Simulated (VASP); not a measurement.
A run of VASP 6.6.1:

The input INCAR:

```
PREC = Accurate ; ENCUT = 520
EDIFF = 1E-7 ; ISMEAR = -1
SIGMA = 0.1 ; LREAL = F
LASPH = T ; NELM = 80
ALGO = Normal ; ISIF = 2
LWAVE = F ; LCHARG = F
GGA = PE ; NBANDS = 13
```

File KPOINTS:

```
Automatic mesh
0
Gamma
  18 18 18
```

File POSCAR:

```
Pb
1.0
    0.0000000000      2.4835680912      2.4835680912
    2.4835680912      0.0000000000      2.4835680912
    2.4835680912      2.4835680912      0.0000000000
Pb
1
Direct
    0.0000000000      0.0000000000      0.0000000000
```

Potentials or basis: VASP PAW PBE potentials, release 64 (Pb_d).

Command:

```console
$ cat potpaw_PBE.64/Pb_d/POTCAR > POTCAR
$ mpirun -np 1 vasp_std > vasp.out
```

Hardware: 1 thread of Intel Xeon 6975P-C, with other jobs on the host.

Q: How long does it take, and how much memory?

A: Wall time 56 s on 1 thread of Intel Xeon 6975P-C, on a shared host, peak memory 0.21 GiB. Counts: scf iterations 11, k points 195.
